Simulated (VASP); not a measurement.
# AlN (Fm-3m) in VASP: notebook

AlN is run at these levels: LDA; tasks: relaxation of cell and atoms.

All numbers are computed with VASP 6.6.1; they aren't measurements. Logs are shortened: lines on timing, memory, paths and dates and some standing lists are left out, and cuts for length are marked.

**1. The cell of the first run**

It takes space group Fm-3m (No. 225, cubic). Conventional cell: a = 4.069 Å, b = 4.069 Å, c = 4.069 Å, α = 90.00°, β = 90.00°, γ = 90.00°. Al (site symmetry m-3m) has 6 N at 2.03 Å within 2.7 Å. Within 2.7 Å of N (site symmetry m-3m) lie 6 Al at 2.03 Å.

**2. Relaxation of cell and atoms, LDA**

INCAR reads:

```
SYSTEM = AlN
  PREC = Accurate
  ENCUT = 600
  EDIFF = 1E-7
  ISMEAR = 0
  SIGMA = 0.1
  LREAL = .FALSE.
  LASPH = .TRUE.
  NELM = 120
  ALGO = Normal
  ISIF = 3
  LWAVE = .FALSE.
  LCHARG = .FALSE.
  IBRION = 2
  NSW = 100
  EDIFFG = -0.05
  GGA_COMPAT = .FALSE.
  NELMIN = 4
```

KPOINTS reads:

```
regular mesh
0
G
  8 8 8
  0 0 0
```

POSCAR reads:

```
AlN
1.0
    0.0000000000      2.0345180000      2.0345180000
    2.0345180000      0.0000000000      2.0345180000
    2.0345180000      2.0345180000      0.0000000000
Al N
1 1
Direct
    0.5000000000      0.5000000000      0.5000000000
    0.0000000000      0.0000000000      0.0000000000
```

Potentials or basis: VASP PAW LDA potentials, release 64 (Al, N).

Started as:

```sh
$ cat potpaw_LDA.64/Al/POTCAR potpaw_LDA.64/N/POTCAR > POTCAR
$ mpirun -np 1 vasp_std > vasp.out
```

OUTCAR:

```text
SYSTEM = AlN
   PREC = Accurate
   ENCUT = 600
   EDIFF = 1E-7
   ISMEAR = 0
   LREAL = .FALSE.
   LASPH = .TRUE.
   NELM = 120
   ISIF = 3
   IBRION = 2
   NSW = 100
   EDIFFG = -0.05
   NELMIN = 4

 ion  position               nearest neighbor table
   1  0.500  0.500  0.500-   2 2.03   2 2.03   2 2.03   2 2.03   2 2.03   2 2.03
   2  0.000  0.000  0.000-   1 2.03   1 2.03   1 2.03   1 2.03   1 2.03   1 2.03

  LATTYP: Found a face centered cubic cell.
 ALAT       =     4.0690360000

  Lattice vectors:

 A1 = (   0.0000000000,   2.0345180000,   2.0345180000)
 A2 = (   2.0345180000,   0.0000000000,   2.0345180000)
 A3 = (   2.0345180000,   2.0345180000,   0.0000000000)

Analysis of symmetry for initial positions (statically):
=====================================================================
 Subroutine PRICEL returns:
 Original cell was already a primitive cell.

 Routine SETGRP: Setting up the symmetry group for a
 face centered cubic supercell.

 Subroutine GETGRP returns: Found 48 space group operations
 (whereof 48 operations were pure point group operations)
 out of a pool of 48 trial point group operations.

The static configuration has the point symmetry O_h .

Analysis of symmetry for dynamics (positions and initial velocities):
=====================================================================
 Subroutine PRICEL returns:
 Original cell was already a primitive cell.

 Routine SETGRP: Setting up the symmetry group for a
 face centered cubic supercell.

 Subroutine GETGRP returns: Found 48 space group operations
 (whereof 48 operations were pure point group operations)
 out of a pool of 48 trial point group operations.

The dynamic configuration has the point symmetry O_h .

 Subroutine INISYM returns: Found 48 space group operations
 (whereof 48 operations are pure point group operations),
 and found     1 'primitive' translations

----------------------------------------------------------------------------------------

                                     Primitive cell

  volume of cell :      16.8428

  direct lattice vectors                    reciprocal lattice vectors
     0.000000000  2.034518000  2.034518000    -0.245758455  0.245758455  0.245758455
     2.034518000  0.000000000  2.034518000     0.245758455 -0.245758455  0.245758455
     2.034518000  2.034518000  0.000000000     0.245758455  0.245758455 -0.245758455

  length of vectors
     2.877242948  2.877242948  2.877242948     0.425666130  0.425666130  0.425666130

  position of ions in fractional coordinates (direct lattice)
     0.500000000  0.500000000  0.500000000
     0.000000000  0.000000000  0.000000000

  ion indices of the primitive-cell ions
   primitive index   ion index
                 1           1
[... 62 lines left out ...]
   NGXF,Y,Z  is equivalent  to a cutoff of  27.73, 27.73, 27.73 a.u.
 SYSTEM =  AlN
   PREC   = accura    normal or accurate (medium, high low for compatibility)
   ISTART =      0    job   : 0-new  1-cont  2-samecut
   ICHARG =      2    charge: 1-file 2-atom 10-const
   ISPIN  =      1    spin polarized calculation?
   LNONCOLLINEAR =      F non collinear calculations
   LSORBIT =      F    spin-orbit coupling
   LASPH  =      T    aspherical Exc in radial PAW
   ENCUT  =  600.0 eV  44.10 Ry    6.64 a.u.   5.75  5.75  5.75*2*pi/ulx,y,z
   NELM   =    120;   NELMIN=  4; NELMDL= -5     # of ELM steps
   EDIFF  = 0.1E-06   stopping-criterion for ELM
   LREAL  =      F    real-space projection
   EDIFFG = -.5E-01   stopping-criterion for IOM
   NSW    =    100    number of steps for IOM
   IBRION =      2    ionic relax: 0-MD 1-quasi-New 2-CG
   NFREE  =      1    steps in history (QN), initial steepest desc. (CG)
   ISIF   =      3    stress and relaxation
   ISYM   =      2    0-nonsym 1-usesym 2-fastsym
   POTIM  = 0.5000    time-step for ionic-motion
   TEBEG  =    0.0;   TEEND  =   0.0 temperature during run
   PSTRESS=    0.0 pullay stress
   NELECT =       8.0000    total number of electrons
   NUPDOWN=      -1.0000    fix difference up-down
   EMIN   =  10.00;   EMAX   =-10.00  energy-range for DOS
   EFERMI =   0.00;   METHOD = LEGACY
   ISMEAR =     0;   SIGMA  =   0.10  broadening in eV -4-tet -1-fermi 0-gaus
   EFERMI_NEDOS =   21; number of points for ismear=-14 and -15
   IALGO  =     38    algorithm
   IMIX   =      4    mixing-type and parameters
     AMIX     =   0.40;   BMIX     =  1.00
     AMIX_MAG =   1.60;   BMIX_MAG =  1.00
  volume/ion in A,a.u.               =       8.42        56.83
  Fermi-wavevector in a.u.,A,eV,Ry     =   1.277321  2.413786 22.198561  1.631548
  Thomas-Fermi vector in A             =   2.409927
   LORBIT       =      0    0 simple, 1 ext, 2 COOP (PROOUT), +10 PAW based schemes
   GGA     = CA    functional components
   LHFCALC =     F    Hartree Fock is set to
   AEXX    =    0.0000 exact exchange contribution
   IVDW    =     0    specifies the selected vdW correction
   LEPSILON=     F    determine dielectric tensor
   LRPA    =     F    only Hartree local field effects (RPA)
 conjugate gradient relaxation of ions
 non-spin polarized calculation
 Gauss-broadening in eV      SIGMA  =   0.10
  energy-cutoff  :      600.00
  volume of cell :       16.84
 maximum number of plane-waves:       588
   NGX = 11   NGY = 11   NGZ = 11

--------------------------------------- Ionic step        1  -------------------------------------------

 number of electron       8.0000000 magnetization

 Free energy of the ion-electron system (eV)
  ---------------------------------------------------
  ext. energy  EPLUGINS =         0.00000000
  ---------------------------------------------------
  free energy    TOTEN  =       -16.20875846 eV

  energy without entropy =      -16.20875846  energy(sigma->0) =      -16.20875846

 E-fermi :   9.9416     XC(G=0): -12.4848

 val. band max:        9.4653953804   @ k =   0.0000   0.0000   0.0000
 cond. band min:      13.7446456526   @ k =   0.5000   0.5000   0.0000
 fundamental gap:      4.2792502722
 Fermi energy:         9.9416476380

 k-point     1 :       0.0000    0.0000    0.0000
  band No.  band energies     occupation
      1      -7.7708      2.00000
      2       9.4654      2.00000
      3       9.4654      2.00000
      4       9.4654      2.00000
      5      14.9639      0.00000
      6      21.4290      0.00000
      7      21.4290      0.00000
      8      21.4290      0.00000
[... 324 lines left out ...]
--------------------------------------- Ionic step        3  -------------------------------------------

 number of electron       8.0000000 magnetization

 Free energy of the ion-electron system (eV)
  ---------------------------------------------------
  ext. energy  EPLUGINS =         0.00000000
  ---------------------------------------------------
  free energy    TOTEN  =       -16.23200865 eV

  energy without entropy =      -16.23200865  energy(sigma->0) =      -16.23200865

 E-fermi :  10.5040     XC(G=0): -12.6772

 val. band max:       10.0003344223   @ k =   0.0000   0.0000   0.0000
 cond. band min:      14.6738400062   @ k =   0.5000   0.5000   0.0000
 fundamental gap:      4.6735055839
 Fermi energy:        10.5039602110

 k-point     1 :       0.0000    0.0000    0.0000
  band No.  band energies     occupation
      1      -7.6108      2.00000
      2      10.0003      2.00000
      3      10.0003      2.00000
      4      10.0003      2.00000
      5      16.0941      0.00000
      6      22.0909      0.00000
      7      22.0909      0.00000
      8      22.0909      0.00000
[... 282 lines left out ...]
  FREE ENERGIE OF THE ION-ELECTRON SYSTEM (eV)
  ---------------------------------------------------
  free  energy   TOTEN  =       -16.2320086530 eV

  energy  without entropy=      -16.2320086530  energy(sigma->0) =      -16.23200865

 reached required accuracy - stopping structural energy minimisation
```

It took 3.3 s on 1 thread of Intel Xeon 6975P-C (Granite Rapids), shared host; peak memory 0.12 GiB.

What came out:

```
Free energy                           : -16.2320 eV
Relaxed volume                        : 8.08 Å³/atom
Relaxed cell                          : a = 2.838 Å, b = 2.838 Å, c = 2.838 Å, α = 60.00°, β = 60.00°, γ = 60.00°
Space group after relaxing (to 0.1 Å) : Fm-3m (No. 225)
Energy gained by relaxing             : 11.6 meV/atom
Ionic steps                           : 3
Pressure after relaxing               : -0.1 GPa
Band gap on the k mesh                : 4.67 eV (least direct gap 6.09 eV)
```

Step by step:
| step | energy change (eV) | largest force (eV/Å) | pressure (GPa) | volume (Å³) |
| --- | --- | --- | --- | --- |
| 1 | 0.0000 | 0.0000 | -10.55 | 16.84 |
| 2 | -0.0003 | 0.0000 | 12.00 | 15.53 |
| 3 | -0.0233 | 0.0000 | -0.07 | 16.16 |

Final structure:
```
CELL_PARAMETERS angstrom
0.00000 2.00685 2.00685
2.00685 0.00000 2.00685
2.00685 2.00685 0.00000
ATOMIC_POSITIONS crystal
Al 0.50000 0.50000 0.50000
N 0.00000 0.00000 0.00000
```

Levels at points of the mesh, in eV from the valence-band top:
```tsv
k point	band 1	band 2	band 3	band 4	band 5	band 6	band 7	band 8
(0.00, 0.00, 0.00)	-17.61	0.00	0.00	0.00	6.09	12.09	12.09	12.09
(0.50, 0.00, 0.00)	-14.18	-8.49	-1.12	-1.12	6.27	10.98	10.98	13.45
(0.50, 0.50, 0.00)	-13.14	-7.56	-2.87	-2.87	4.67	5.16	14.16	17.33
```

A k mesh can miss the band edges.

(Continued in part 2 of 2.)
